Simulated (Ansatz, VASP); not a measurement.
Ta2Si: VASP beside Ansatz

The input POSCAR:

```
Ta2Si
1.0
   -3.0841136450      3.0841136450      2.5247022099
    3.0841136450     -3.0841136450      2.5247022099
    3.0841136450      3.0841136450     -2.5247022099
Ta Si
4 2
Direct
    0.6140737319      0.7869046888      0.5000000000
    0.7869046888      0.2869046888      0.1728309569
    0.2869046888      0.1140737319      0.5000000000
    0.1140737319      0.6140737319      0.8271690431
    0.2500000000      0.2500000000      0.0000000000
    0.7500000000      0.7500000000      0.0000000000
```

File INCAR.step1:

```
PREC = Accurate
ENCUT = 520
ISMEAR = 0
SIGMA = 0.15
LREAL = F
LASPH = T
NELM = 100
NBANDS = 35
GGA = PE
ALGO = Normal
EDIFF = 1E-4
LWAVE = T
LCHARG = F
```

File INCAR.step2:

```
PREC = Accurate
ENCUT = 520
EDIFF = 1E-6
ISMEAR = 0
SIGMA = 0.15
LREAL = F
LASPH = T
NELM = 100
ALGO = Normal
ISIF = 2
LWAVE = F
LCHARG = T
METAGGA = R2SCAN
LMIXTAU = T
LELF = T
LVHAR = T
NBANDS = 35
ISTART = 1
```

Contents of KPOINTS:

```
Automatic mesh
0
Gamma
  12 12 12
```

Input for Ansatz:

```yaml
crystal:
  lattice:
    - [-3.084113645, 3.084113645, 2.5247022099]
    - [3.084113645, -3.084113645, 2.5247022099]
    - [3.084113645, 3.084113645, -2.5247022099]
  atoms:
    - { symbol: Ta, position: [0.6140737319, 0.7869046888, 0.5] }
    - { symbol: Ta, position: [0.7869046888, 0.2869046888, 0.1728309569] }
    - { symbol: Ta, position: [0.2869046888, 0.1140737319, 0.5] }
    - { symbol: Ta, position: [0.1140737319, 0.6140737319, 0.8271690431] }
    - { symbol: Si, position: [0.25, 0.25, 0.0] }
    - { symbol: Si, position: [0.75, 0.75, 0.0] }
basis:
  ecutwfc: 500
kpoints:
  mp_grid: { grid: [12, 12, 12] }
hamiltonian:
  xc: r2scan
scf:
  occupations: { method: gaussian, width: 0.15 }
output:
  forces: true
  stress: true
  eigenvalues: true
```

Change from the starting cell: all Ta atoms moved -0.250 Å, as atom 1 along Cartesian [0 0 1].

Alike in both runs: task single point; functional r2SCAN; k mesh 12 × 12 × 12; occupations gaussian, width 0.15 eV; no spin polarisation.

|  | VASP | Ansatz |
| --- | --- | --- |
| version | VASP 6.6.1 | Ansatz 0.2.0 |
| potentials or method | VASP PAW PBE potentials, release 64 (Ta_pv, Si), cutoff 520 eV | scalar-relativistic, plane waves, PAW |
| valence electrons in the cell | 52 | 60 |

|  | VASP | Ansatz | Ansatz less VASP |
| --- | --- | --- | --- |
| gap on the k mesh at the Fermi level (eV) | none | none | - |
| pressure (GPa) | 2.7 | 2.3 | -0.47 |
| traceless stress, the component that is largest in VASP (GPa) | -1.56 | -1.56 | +0.004 |
| rms of the force components (eV/Å) | 0.913 | 0.919 | +0.0063 |

VASP's potentials were made for PBE, not for r2SCAN. Atom by atom the forces differ by 0.006 eV/Å (rms over components). A gap of «none» marks a metal or a gap that the smearing closes. VASP's potentials hold 52 valence electrons a cell and Ansatz's 60, so a difference there can come from the potentials and not from the codes.

Spin-orbit coupling is off throughout.
